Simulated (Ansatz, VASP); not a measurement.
# One calculation of Al2Pt, two programs

File INCAR:

```
ALGO = Normal
DIPOL = 0.5 0.5 0.500
EDIFF = 1E-6
ENCUT = 430
GGA = PE
GGA_COMPAT = False
IDIPOL = 3
ISIF = 2
ISMEAR = 0
LASPH = True
LCHARG = False
LDIPOL = True
LREAL = False
LWAVE = False
NBANDS = 46
NELM = 120
NELMDL = -8
PREC = Accurate
SIGMA = 0.1
```

The input KPOINTS:

```
k-points
0
Gamma
  1 1 1
```

POSCAR

```
Al2Pt
1.0
    4.2047455503      0.0000000000      0.0000000000
   -2.1023727751      3.6414164630      0.0000000000
    0.0000000000      0.0000000000     23.5829009136
Al Pt
6 3
Direct
    0.0000000000      0.0000000000      0.3180270327
    0.3333333333      0.6666666667      0.3908162196
    0.6666666667      0.3333333333      0.4636054065
    0.0000000000      0.0000000000      0.5363945935
    0.3333333333      0.6666666667      0.6091837804
    0.6666666667      0.3333333333      0.6819729673
    0.6666666667      0.3333333333      0.3544216262
    0.3333333333      0.6666666667      0.5000000000
    0.0000000000      0.0000000000      0.6455783738
```

Input for Ansatz:

```yaml
crystal:
  lattice:
    - [4.2047455503, 0.0, 0.0]
    - [-2.1023727751, 3.641416463, 0.0]
    - [0.0, 0.0, 23.5829009136]
  atoms:
    - { symbol: Al, position: [0.0, 0.0, 0.3180270327] }
    - { symbol: Pt, position: [0.6666666667, 0.3333333333, 0.3544216262] }
    - { symbol: Al, position: [0.3333333333, 0.6666666667, 0.3908162196] }
    - { symbol: Al, position: [0.6666666667, 0.3333333333, 0.4636054065] }
    - { symbol: Pt, position: [0.3333333333, 0.6666666667, 0.5] }
    - { symbol: Al, position: [0.0, 0.0, 0.5363945935] }
    - { symbol: Al, position: [0.3333333333, 0.6666666667, 0.6091837804] }
    - { symbol: Pt, position: [0.0, 0.0, 0.6455783738] }
    - { symbol: Al, position: [0.6666666667, 0.3333333333, 0.6819729673] }
basis:
  ecutwfc: 420
kpoints:
  mp_grid: { grid: [1, 1, 1] }
hamiltonian:
  xc: pbe
scf:
  occupations: { method: gaussian, width: 0.1 }
output:
  forces: true
  stress: true
  eigenvalues: true
efield:
  axis: 3
  dipole_correction: true
  ramp_width: 0.04
```

Alike in both runs: task single point; functional PBE; k mesh 1 × 1 × 1; occupations gaussian, width 0.1 eV; no spin polarisation.

|  | VASP | Ansatz |
| --- | --- | --- |
| version | VASP 6.6.1 | Ansatz 0.2.0 |
| potentials or method | VASP PAW PBE potentials, release 64 (Al, Pt_sv_GW), cutoff 430 eV | scalar-relativistic, plane waves, PAW |
| valence electrons in the cell | 72 | 72 |

VASP gave:

- least direct gap on the mesh (eV): 0.63
- rms of the force components (eV/Å): 1.613

Task: Estimate Ansatz's values.

Result: Least direct gap on the mesh (eV): 0.00; rms of the force components (eV/Å): 1.612.

Neither program's run includes spin-orbit coupling.
